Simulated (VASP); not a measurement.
# H (P1) in VASP: further runs, part 2 of 2

VASP 6.6.1. Earlier steps stand in the parts before.

## 4. Single point, PBE

File INCAR:

```
SYSTEM = H
ALGO = Normal ; EDIFF = 1E-6
ENCUT = 520 ; GGA = PE
ISIF = 2 ; ISMEAR = -1
LASPH = .True. ; LCHARG = .False.
LREAL = Auto ; LWAVE = .False.
NBANDS = 22 ; NELM = 100
PREC = Accurate ; SIGMA = 0.1034
```

File KPOINTS:

```
Automatic mesh
0
Gamma
  2 2 2
  0.5 0.5 0.5
```

File POSCAR:

```
H
1.0
    3.3404511129      5.5352712371      0.0000000000
    3.3404511129     -5.5352712371      0.0000000000
   -3.3404511129      0.0000000000     -6.3968540509
H
16
Direct
    0.5757568256      1.0793072174     -0.0503610052
    0.0838973777      0.6509967782     -0.0211513345
    0.6742188651      0.5686778763     -0.1167456681
    0.0984868714      0.3915556174      0.1453237783
    0.1835846173      0.3446085241      1.1372357321
    0.5827304323      0.5614079000      0.8020728563
    0.0905527959      0.7282266964      1.0887157882
    0.7188131934      1.1737871038      0.9977939076
    0.0850749938      0.8738282117      0.7019603643
    0.7874154757      0.8438049436      0.3107505634
    0.2125729394      0.5463542341      0.6602198466
    0.2842313668      0.1220434700      0.3537409142
    1.1804224354     -0.1487519961      0.6976433985
    0.8769748931     -0.1916815009      0.3031357265
    1.2193694164      0.4339336512      0.6419725958
    0.3458975020      0.0219010937      0.3476926286
```

Potentials or basis: VASP PAW PBE potentials, release 64 (H).

On the command line:

```bash
cat potpaw_PBE.64/H/POTCAR > POTCAR
mpirun -np 1 vasp_std > vasp.out
```

OUTCAR:

```text
SYSTEM = H
   EDIFF = 1E-6
   ENCUT = 520
   GGA = PE
   ISIF = 2
   ISMEAR = -1
   LASPH = .True.
   LREAL = Auto
   NELM = 100
   PREC = Accurate

 ion  position               nearest neighbor table
   1  0.576  0.079  0.950-   8 0.75
   2  0.084  0.651  0.979-   7 0.81
   3  0.674  0.569  0.883-   6 0.70
   4  0.098  0.392  0.145-   5 0.75
   5  0.184  0.345  0.137-   4 0.75
   6  0.583  0.561  0.802-   3 0.70
   7  0.091  0.728  0.089-   2 0.81
   8  0.719  0.174  0.998-   1 0.75
   9  0.085  0.874  0.702-  13 0.70
  10  0.787  0.844  0.311-  14 0.72
  11  0.213  0.546  0.660-  15 0.73
  12  0.284  0.122  0.354-
  13  0.180  0.851  0.698-   9 0.70
  14  0.877  0.808  0.303-  10 0.72
  15  0.219  0.434  0.642-  11 0.73
  16  0.346  0.022  0.348-

  LATTYP: Found a face centered orthorhombic cell.
 ALAT       =     6.6809022258
 B/A-ratio  =     1.6570430310
 C/A-ratio  =     1.9149671211

  Lattice vectors:

 A1 = (   0.0000000000,  -5.5352712371,  -6.3968540509)
[... 186 lines left out ...]
 cond. band min:       0.2483649897   @ k =  -0.2500  -0.2500   0.2500
 fundamental gap:      8.1868766017
 Fermi energy:        -5.4425944622

 k-point     1 :       0.2500    0.2500    0.2500
  band No.  band energies     occupation
      1     -10.3338      2.00000
      2     -10.2409      2.00000
      3      -9.8470      2.00000
      4      -9.3861      2.00000
      5      -9.0029      2.00000
      6      -8.8165      2.00000
[... 68 lines left out ...]
      6      -8.8270      2.00000
[... 12 lines left out ...]
     19       4.6104      0.00000
     20       4.9364      0.00000
 [bands above 20 left out]

------------------------ aborting loop because EDIFF is reached ----------------------------------------

  FORCE on cell =-STRESS in cart. coord.  units (eV):
  Direction    XX          YY          ZZ          XY          YZ          ZX
  --------------------------------------------------------------------------------------
  -------------------------------------------------------------------------------------
  Total        0.8616260      0.5046298      0.4723466      1.0140838     -1.5991324     -0.6503544
  in kB        5.8356455      3.4177717      3.1991228      6.8682166    -10.8306504     -4.4047391
  external PRESSURE =       4.1508467 kB  Pullay stress =       0.0000000 kB

 VOLUME and BASIS-vectors are now :
 -----------------------------------------------------------------------------
  energy-cutoff  :      520.00
  volume of cell :      236.56
      direct lattice vectors                 reciprocal lattice vectors
     3.340451113  5.535271237  0.000000000     0.149680382  0.090329810 -0.078163422
     3.340451113 -5.535271237  0.000000000     0.149680382 -0.090329810 -0.078163422
    -3.340451113  0.000000000 -6.396854051     0.000000000  0.000000000 -0.156326843

 POSITION                                       TOTAL-FORCE (eV/Angst)
 -----------------------------------------------------------------------------------
     -0.98401      2.74798     -6.07470         0.097822      0.018636     -0.073776
     -0.81492     -3.13905     -6.26155        -0.200664     -0.816388     -1.459043
      1.20137      0.58420     -5.65005         0.171480      1.319971     -1.431642
      1.15152     -1.62222     -0.92961         0.037966      0.104316     -0.055727
      1.30597     -0.89131     -0.87788         0.001998      0.092166     -0.039347
      1.14265      0.11803     -5.13074        -0.136826     -1.256961      1.411699
[... 8 lines left out ...]
      0.03785     -1.18767     -4.10661        -0.329620      0.547130      0.163271
      0.06716      1.79341     -2.22414         0.515207     -3.351830     -0.261627
 -----------------------------------------------------------------------------------
    total drift:                               -0.000106      0.000176      0.000303

  FREE ENERGIE OF THE ION-ELECTRON SYSTEM (eV)
  ---------------------------------------------------
  free  energy   TOTEN  =       -53.5143164423 eV

  energy  without entropy=      -53.5143164421  energy(sigma->0) =      -53.51431644
```

OSZICAR:

```text
N       E                     dE             d eps       ncg     rms          rms(c)
DAV:   1     0.534634961924E+01    0.53463E+01   -0.50395E+03   176   0.520E+02
DAV:   2    -0.531759398759E+02   -0.58522E+02   -0.56487E+02   222   0.103E+02
DAV:   3    -0.580661179762E+02   -0.48902E+01   -0.48728E+01   212   0.302E+01
DAV:   4    -0.580958512708E+02   -0.29733E-01   -0.29730E-01   212   0.285E+00
DAV:   5    -0.580960395690E+02   -0.18830E-03   -0.18830E-03   226   0.232E-01    0.124E+01
DAV:   6    -0.550398492615E+02    0.30562E+01   -0.96568E-01   212   0.390E+00    0.685E+00
DAV:   7    -0.534785102911E+02    0.15613E+01   -0.24249E+00   218   0.642E+00    0.800E-01
DAV:   8    -0.535262751354E+02   -0.47765E-01   -0.86731E-02   194   0.136E+00    0.563E-01
DAV:   9    -0.535142121986E+02    0.12063E-01   -0.14485E-02   224   0.543E-01    0.101E-01
DAV:  10    -0.535144467002E+02   -0.23450E-03   -0.78099E-04   194   0.151E-01    0.479E-02
DAV:  11    -0.535143209490E+02    0.12575E-03   -0.28384E-04   194   0.109E-01    0.178E-02
DAV:  12    -0.535143230226E+02   -0.20736E-05   -0.47435E-05   218   0.369E-02    0.133E-02
DAV:  13    -0.535143166614E+02    0.63612E-05   -0.73810E-06   194   0.229E-02    0.664E-03
DAV:  14    -0.535143164423E+02    0.21907E-06   -0.70423E-06   218   0.129E-02
   1 F= -.53514316E+02 E0= -.53514316E+02  d E =-.147544E-09
```

stdout:

```text
POSCAR found type information on POSCAR H
 POSCAR found :  1 types and      16 ions
 scaLAPACK will be used
 LDA part: xc-table for (Slater+PW92), standard interpolation
 POSCAR, INCAR and KPOINTS ok, starting setup
 FFT: planning ... GRIDC
 FFT: planning ... GRID_SOFT
 FFT: planning ... GRID
 WAVECAR not read
 entering main loop
```

It took 95 s on 1 thread of AMD EPYC 7R43 (Zen 3), shared host; peak memory 0.28 GiB.

Results:

| Quantity | Value |
| --- | --- |
| Free energy | -53.5143 eV |
| Pressure | 0.4 GPa |
| Largest force | 3.401 eV/Å |
| Band gap on the k mesh | 8.19 eV (least direct gap 8.21 eV) |

Forces on the atoms (eV/Å):
```
H    0.098  0.019 -0.074
H   -0.201 -0.816 -1.459
H    0.171  1.320 -1.432
H    0.038  0.104 -0.056
H    0.002  0.092 -0.039
H   -0.137 -1.257  1.412
H    0.224  0.873  1.630
H   -0.175 -0.056  0.089
H   -0.705 -1.802 -0.068
H   -0.316 -0.948 -0.045
H    0.196 -0.608 -0.038
H   -0.329  3.331  0.040
H    0.723  1.685  0.091
H    0.225  0.867  0.048
H   -0.330  0.547  0.163
H    0.515 -3.352 -0.262
```

Levels at points of the mesh, in eV from the valence-band top:
| k point | band 6 | band 7 | band 8 | band 9 | band 10 | band 11 |
| --- | --- | --- | --- | --- | --- | --- |
| (0.25, 0.25, 0.25) | -0.88 | -0.62 | -0.02 | 8.25 | 8.64 | 9.18 |

Caveat: the k points lie up to 0.60 Å⁻¹ apart; the atoms stand as in a frame of molecular dynamics; a shifted mesh leaves out Γ, where band edges can lie; forces of over 1 eV/Å act on the atoms, so gaps and moduli don't describe the material at rest. A k mesh can miss the band edges.

## 5. Overview

```csv
cell,gap on the mesh (eV),pressure (GPa),largest force (eV/Å)
"as given, atomic positions A",8.17,-0.8,2.47
"as given, atomic positions B",8.36,-1.0,2.72
"as given, atomic positions C",8.19,0.4,3.40
```

Alike in all rows: task single point; level PBE; potentials or basis VASP PAW PBE potentials, release 64 (H); no spin polarisation; k mesh 2 × 2 × 2, shifted; cutoff (eV) 520; smearing fermi-dirac 0.1034 eV.

Caveats: all runs use coarse meshes; the atoms stand as in a frame of molecular dynamics; a shifted mesh leaves out Γ, where band edges can lie; forces of over 1 eV/Å act on the atoms, so gaps and moduli don't describe the material at rest.

Absolute energies hang on the potentials; compare differences alone.
